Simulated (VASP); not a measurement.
# Fe (P6_3/mmc) in VASP: relaxation of cell and atoms with PBE

Aim: the relaxation of cell and atoms of Fe with PBE.

All numbers are computed with VASP 6.6.1; they aren't measurements. Logs are shortened: lines on timing, memory, paths and dates and some standing lists are left out, and cuts for length are marked.

## 1. The cell of the first run

The structure is hexagonal, space group P6_3/mmc (No. 194). Conventional cell: a = 2.462 Å, b = 2.462 Å, c = 3.989 Å, α = 90.00°, β = 90.00°, γ = 120.00°. Fe (site symmetry -6m2) has 12 Fe at 2.45 to 2.46 Å within 3.2 Å.

This isn't the form of Fe at room conditions, which is bcc.

## 2. Relaxation of cell and atoms, PBE, collinear spin, ferromagnetic start, target pressure 19 GPa, at which the enthalpy is minimised

Contents of INCAR:

```
PREC = Accurate
ENCUT = 600
EDIFF = 1E-6
ISMEAR = -1
SIGMA = 0.05
LREAL = False
LASPH = True
NELM = 150
ALGO = Normal
ISIF = 3
LWAVE = False
LCHARG = False
ISPIN = 2
MAGMOM = 2.5 2.5
LORBIT = 11
LMAXMIX = 4
GGA = PE
IBRION = 2
NSW = 60
EDIFFG = -0.005
PSTRESS = 190.0
```

Contents of KPOINTS:

```
regular mesh
0
Gamma
  18 18 10
```

Contents of POSCAR:

```
Fe
1.0
    2.4624631089      0.0000000000      0.0000000000
   -1.2312315545      2.1325556082      0.0000000000
    0.0000000000      0.0000000000      3.9891902364
Fe
2
Direct
    0.3333333333      0.6666666667      0.2500000000
    0.6666666667      0.3333333333      0.7500000000
```

Potentials or basis: VASP PAW PBE potentials, release 64 (Fe).

Command:

```
cat potpaw_PBE.64/Fe/POTCAR > POTCAR
mpirun -np 1 vasp_std > vasp.out
```

OUTCAR:

```text
PREC = Accurate
   ENCUT = 600
   EDIFF = 1E-6
   ISMEAR = -1
   LREAL = False
   LASPH = True
   NELM = 150
   ISIF = 3
   ISPIN = 2
   LORBIT = 11
   GGA = PE
   IBRION = 2
   NSW = 60
   EDIFFG = -0.005
   PSTRESS = 190.0

 ion  position               nearest neighbor table
   1  0.333  0.667  0.250-   2 2.45   2 2.45   2 2.45   2 2.45   2 2.45   2 2.45
   2  0.667  0.333  0.750-   1 2.45   1 2.45   1 2.45   1 2.45   1 2.45   1 2.45

  LATTYP: Found a hexagonal cell.
 ALAT       =     2.4624631089
 C/A-ratio  =     1.6200000000

  Lattice vectors:

 A1 = (   2.4624631089,   0.0000000000,   0.0000000000)
 A2 = (  -1.2312315545,   2.1325556082,   0.0000000000)
 A3 = (   0.0000000000,   0.0000000000,   3.9891902364)

Analysis of symmetry for initial positions (statically):
=====================================================================
 Subroutine PRICEL returns:
 Original cell was already a primitive cell.

 Routine SETGRP: Setting up the symmetry group for a
 hexagonal supercell.

 Subroutine GETGRP returns: Found 24 space group operations
 (whereof 12 operations were pure point group operations)
 out of a pool of 24 trial point group operations.

The static configuration has the point symmetry D_3d.
 The point group associated with its full space group is D_6h.

Analysis of symmetry for dynamics (positions and initial velocities):
=====================================================================
 Subroutine PRICEL returns:
 Original cell was already a primitive cell.

 Routine SETGRP: Setting up the symmetry group for a
 hexagonal supercell.

 Subroutine GETGRP returns: Found 24 space group operations
 (whereof 12 operations were pure point group operations)
 out of a pool of 24 trial point group operations.

The dynamic configuration has the point symmetry D_3d.
 The point group associated with its full space group is D_6h.

Analysis of structural, dynamic, and magnetic symmetry:
=====================================================================
 Subroutine PRICEL returns:
 Original cell was already a primitive cell.

 Routine SETGRP: Setting up the symmetry group for a
 hexagonal supercell.

 Subroutine GETGRP returns: Found 24 space group operations
 (whereof 12 operations were pure point group operations)
 out of a pool of 24 trial point group operations.

The overall configuration has the point symmetry D_3d.
 The point group associated with its full space group is D_6h.

 Subroutine INISYM returns: Found 24 space group operations
 (whereof 12 operations are pure point group operations),
 and found     1 'primitive' translations

----------------------------------------------------------------------------------------

                                     Primitive cell

  volume of cell :      20.9486

  direct lattice vectors                    reciprocal lattice vectors
     2.462463109  0.000000000  0.000000000     0.406097454  0.234460475  0.000000000
    -1.231231555  2.132555608  0.000000000     0.000000000  0.468920949  0.000000000
     0.000000000  0.000000000  3.989190236     0.000000000  0.000000000  0.250677441

  length of vectors
     2.462463109  2.462463109  3.989190236     0.468920949  0.468920949  0.250677441

  position of ions in fractional coordinates (direct lattice)
     0.333333333  0.666666667  0.250000000
     0.666666667  0.333333333  0.750000000

  ion indices of the primitive-cell ions
   primitive index   ion index
                 1           1
                 2           2

----------------------------------------------------------------------------------------

 KPOINTS: regular mesh

Automatic generation of k-mesh.
 Grid dimensions read from file:
 generate k-points for:   18   18   10

 Generating k-lattice:

  Cartesian coordinates                     Fractional coordinates (reciprocal lattice)
     0.022560970  0.013025582  0.000000000     0.055555556  0.000000000  0.000000000
     0.000000000  0.026051164  0.000000000     0.000000000  0.055555556  0.000000000
     0.000000000  0.000000000  0.025067744     0.000000000  0.000000000  0.100000000

  Length of vectors
     0.026051164  0.026051164  0.025067744

  Shift w.r.t. Gamma in fractional coordinates (k-lattice)
     0.000000000  0.000000000  0.000000000

 Subroutine IBZKPT returns following result:
 ===========================================

 Found    222 irreducible k-points:

 Following reciprocal coordinates:
            Coordinates               Weight
  0.000000  0.000000  0.000000      1.000000
  0.055556  0.000000  0.000000      6.000000
  0.111111  0.000000  0.000000      6.000000
  0.166667 -0.000000  0.000000      6.000000
  0.222222 -0.000000  0.000000      6.000000
  0.277778  0.000000  0.000000      6.000000
[... 16 lines left out ...]
  0.333333  0.111111  0.000000     12.000000
  0.388889  0.111111  0.000000     12.000000
 [... further k-points ...]
   k-points           NKPTS =    222   k-points in BZ     NKDIM =    222   number of bands    NBANDS=     15
   number of dos      NEDOS =    301   number of ions     NIONS =      2
   total plane-waves  NPLWV =  12800
   dimension x,y,z NGX =    20 NGY =   20 NGZ =   32
   dimension x,y,z NGXF=    40 NGYF=   40 NGZF=   64
   ions per type =               2
   NGX,Y,Z   is equivalent  to a cutoff of  13.50, 13.50, 13.34 a.u.
   NGXF,Y,Z  is equivalent  to a cutoff of  27.00, 27.00, 26.67 a.u.
 SYSTEM =  unknown system
   PREC   = accura    normal or accurate (medium, high low for compatibility)
   ISTART =      0    job   : 0-new  1-cont  2-samecut
   ICHARG =      2    charge: 1-file 2-atom 10-const
   ISPIN  =      2    spin polarized calculation?
   LNONCOLLINEAR =      F non collinear calculations
   LSORBIT =      F    spin-orbit coupling
   LASPH  =      T    aspherical Exc in radial PAW
   ENCUT  =  600.0 eV  44.10 Ry    6.64 a.u.   4.92  4.92  7.97*2*pi/ulx,y,z
   NELM   =    150;   NELMIN=  2; NELMDL= -5     # of ELM steps
   EDIFF  = 0.1E-05   stopping-criterion for ELM
   LREAL  =      F    real-space projection
   EDIFFG = -.5E-02   stopping-criterion for IOM
   NSW    =     60    number of steps for IOM
   IBRION =      2    ionic relax: 0-MD 1-quasi-New 2-CG
   NFREE  =      1    steps in history (QN), initial steepest desc. (CG)
   ISIF   =      3    stress and relaxation
   ISYM   =      2    0-nonsym 1-usesym 2-fastsym
   POTIM  = 0.5000    time-step for ionic-motion
   TEBEG  =    0.0;   TEEND  =   0.0 temperature during run
   PSTRESS=  190.0 pullay stress
   NELECT =      16.0000    total number of electrons
   NUPDOWN=      -1.0000    fix difference up-down
   EMIN   =  10.00;   EMAX   =-10.00  energy-range for DOS
   EFERMI =   0.00;   METHOD = LEGACY
   ISMEAR =    -1;   SIGMA  =   0.05  broadening in eV -4-tet -1-fermi 0-gaus
   EFERMI_NEDOS =   21; number of points for ismear=-14 and -15
   IALGO  =     38    algorithm
   IMIX   =      4    mixing-type and parameters
     AMIX     =   0.40;   BMIX     =  1.00
     AMIX_MAG =   1.60;   BMIX_MAG =  1.00
  volume/ion in A,a.u.               =      10.47        70.68
  Fermi-wavevector in a.u.,A,eV,Ry     =   1.496453  2.827887 30.468518  2.239373
  Thomas-Fermi vector in A             =   2.608468
   LORBIT       =     11    0 simple, 1 ext, 2 COOP (PROOUT), +10 PAW based schemes
   GGA     = PE    functional components
   LHFCALC =     F    Hartree Fock is set to
   AEXX    =    0.0000 exact exchange contribution
   IVDW    =     0    specifies the selected vdW correction
   LEPSILON=     F    determine dielectric tensor
   LRPA    =     F    only Hartree local field effects (RPA)
 conjugate gradient relaxation of ions
 spin polarized calculation
  energy-cutoff  :      600.00
  volume of cell :       20.95
 maximum number of plane-waves:       732
 NGX is ok and might be reduce to    20
   NGX =  9   NGY =  9   NGZ = 15

--------------------------------------- Ionic step        1  -------------------------------------------

 number of electron      16.0000007 magnetization      -0.0001692

 number of electron      16.0000007 magnetization       0.0006322

 Free energy of the ion-electron system (eV)
  ---------------------------------------------------
  ext. energy  EPLUGINS =         0.00000000
  ---------------------------------------------------
  free energy    TOTEN  =       -16.29012140 eV

  energy without entropy =      -16.26693482  energy(sigma->0) =      -16.27852811

------------------------ aborting loop because EDIFF is reached ----------------------------------------

  FORCE on cell =-STRESS in cart. coord.  units (eV):
  Direction    XX          YY          ZZ          XY          YZ          ZX
  --------------------------------------------------------------------------------------
  -------------------------------------------------------------------------------------
  Total       -0.5776159     -0.5776159     -1.8652195      0.0000000     -0.0000000      0.0000000
  in kB      -44.1768600    -44.1768600   -142.6545701      0.0000000     -0.0000000      0.0000000
  external PRESSURE =    -267.0027633 kB  Pullay stress =     190.0000000 kB
[... 101 lines left out ...]
  energy  without entropy=      -16.2362759231  energy(sigma->0) =      -16.24688145

  enthalpy is  TOTEN    =       -13.9703095154 eV   P V=        2.2871774663

[... ionic steps 4 to 8 ...]

--------------------------------------- Ionic step        9  -------------------------------------------

 number of electron      15.9999997 magnetization      -0.0000012

 number of electron      15.9999997 magnetization       0.0000015
[... 77 lines left out ...]
 number of electron      15.9999997 magnetization      -0.0000017

 number of electron      15.9999997 magnetization       0.0000008

 Free energy of the ion-electron system (eV)
  ---------------------------------------------------
  ext. energy  EPLUGINS =         0.00000000
  ---------------------------------------------------
  free energy    TOTEN  =       -16.25223810 eV

  energy without entropy =      -16.23064547  energy(sigma->0) =      -16.24144178

 E-fermi :   7.5862     XC(G=0): -14.1408

 val. band max:        7.5840880732   @ k =   0.2778   0.1667   0.1000
 cond. band min:       7.5883043174   @ k =   0.2778   0.1667   0.0000
 fundamental gap:      0.0042162441
 Fermi energy:         7.5861680445

 spin component 1

 k-point     1 :       0.0000    0.0000    0.0000
  band No.  band energies     occupation
      1      -1.6616      1.00000
      2       2.3003      1.00000
      3       5.7939      1.00000
      4       5.7939      1.00000
      5       5.9252      1.00000
      6       6.3015      1.00000
      7       6.3015      1.00000
      8       6.6838      1.00000
      9       6.6838      1.00000
     10       8.1437      0.00001
     11       8.3666      0.00000
     12       8.3666      0.00000
     13      16.9636      0.00000
     14      29.9956      0.00000
[... 401 lines left out ...]
      2       3.0871      1.00000
      3       3.1835      1.00000
      4       4.9776      1.00000
      5       5.4095      1.00000
      6       5.9148      1.00000
      7       6.4218      1.00000
      8       8.3246      0.00000
      9       8.5321      0.00000
     10       8.6800      0.00000
     11      10.3046      0.00000
     12      14.0258      0.00000
     13      19.1598      0.00000
     14      20.1159      0.00000
     15      21.7829      0.00000

 [... further k-points ...]

 spin component 2

 k-point     1 :       0.0000    0.0000    0.0000
  band No.  band energies     occupation
      1      -1.6616      1.00000
      2       2.3002      1.00000
      3       5.7939      1.00000
      4       5.7939      1.00000
      5       5.9252      1.00000
      6       6.3015      1.00000
      7       6.3015      1.00000
      8       6.6838      1.00000
      9       6.6838      1.00000
     10       8.1437      0.00001
     11       8.3666      0.00000
     12       8.3666      0.00000
     13      16.9636      0.00000
     14      29.9956      0.00000
[... 401 lines left out ...]
      2       3.0871      1.00000
      3       3.1835      1.00000
      4       4.9776      1.00000
      5       5.4095      1.00000
      6       5.9148      1.00000
      7       6.4218      1.00000
      8       8.3246      0.00000
      9       8.5321      0.00000
     10       8.6800      0.00000
     11      10.3046      0.00000
     12      14.0258      0.00000
     13      19.1598      0.00000
     14      20.1159      0.00000
     15      21.7829      0.00000

 [... further k-points ...]
[... 5 lines left out ...]
  --------------------------------------------------------------------------------------
  -------------------------------------------------------------------------------------
  Total        2.2694157      2.2694157      2.2820518     -0.0000000      0.0000000     -0.0000000
  in kB      189.2452193    189.2452193    190.2989384     -0.0000000      0.0000000     -0.0000000
  external PRESSURE =      -0.4035410 kB  Pullay stress =     190.0000000 kB
[... 21 lines left out ...]
  energy  without entropy=      -16.2306454652  energy(sigma->0) =      -16.24144178

  enthalpy is  TOTEN    =       -13.9737711137 eV   P V=        2.2784669858

 reached required accuracy - stopping structural energy minimisation

 total charge

# of ion       s       p       d       tot
------------------------------------------
    1        0.567   0.701   6.403   7.671
    2        0.567   0.701   6.403   7.671
--------------------------------------------------
tot          1.134   1.402  12.805  15.341

 magnetization (x)

# of ion       s       p       d       tot
------------------------------------------
    1       -0.000  -0.000  -0.000  -0.000
    2       -0.000  -0.000  -0.000  -0.000
--------------------------------------------------
tot         -0.000  -0.000  -0.000  -0.000
```

Wall time 4.6 min (1 thread of Intel Xeon 6975P-C (Granite Rapids), shared host); peak memory 0.26 GiB.

Results:

```yaml
Free_energy: -16.2522 eV
Relaxed_volume: 9.61 Å³/atom
Relaxed_cell: a = 2.411 Å, b = 2.411 Å, c = 3.817 Å, α = 90.00°, β = 90.00°, γ = 120.00°
Space_group_after_relaxing_to_0.1_Å: P6_3/mmc (No. 194)
Energy_change_on_relaxing_the_run_minimises_the_enthalpy: +18.9 meV/atom
Ionic_steps: 11
Pressure_after_relaxing: 19.0 GPa
Band_gap_on_the_k_mesh: zero (filled and empty bands overlap)
Net_moment: 0.00 μB per cell
Valence_electrons_inside_the_program's_atomic_spheres: Fe 7.67
```

The path:
```
step  energy change (eV)  largest force (eV/Å)  pressure (GPa)  volume (Å³)
   1              0.0000                0.0000           -7.70        20.95
   2              1.2320                0.0000          117.27        16.08
   3              0.0326                0.0000           17.53        19.29
   4              0.0414                0.0000           19.06        19.21
   5              0.0454                0.0000           19.72        19.17
   6              0.0394                0.0000           19.22        19.20
   7              0.0399                0.0000           19.32        19.20
   8              0.0399                0.0000           19.35        19.20
   9              0.0341                0.0000           18.33        19.25
  10              0.0381                0.0000           19.03        19.21
  11              0.0379                0.0000           18.96        19.21
```

Final structure:
```
Fe
1.0
     2.41073    0.00000    0.00000
    -1.20537    2.08776    0.00000
     0.00000    0.00000    3.81743
Fe
2
Direct
  0.33333 0.66667 0.25000
  0.66667 0.33333 0.75000
```

Caveat: the cell is relaxed towards a set pressure, so the run minimises the enthalpy, not the energy.
